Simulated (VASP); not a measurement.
Runs of VASP 6.6.1 on H. The structure is that of space group P4/mmm (No. 123), or close to it. The cells are those of the table. 

| cell | gap on the mesh (eV) | pressure (GPa) |
| --- | --- | --- |
| a = 2.782, b = 2.782, c = 0.980 Å, 1 atom | none | 0.9 |
| a = 2.650, b = 2.650, c = 1.005 Å, 1 atom | none | -1.2 |
| a = 2.782, b = 2.782, c = 1.030 Å, 1 atom | none | (b) |
| a = 2.583, b = 2.583, c = 0.956 Å, 1 atom | none | (a) |
| a = 2.650, b = 2.650, c = 0.931 Å, 1 atom | none | 7.6 |

Alike in all rows: task single point; level LDA; potentials or basis VASP PAW LDA potentials, release 64 (H); no spin polarisation; k mesh 10 × 10 × 26; cutoff (eV) 520; smearing gaussian 0.05 eV.

Task: Fill in the values left out.

Result: (a) 4.7; (b) -3.3.

A gap of «none» marks levels without a gap at the run's occupations.
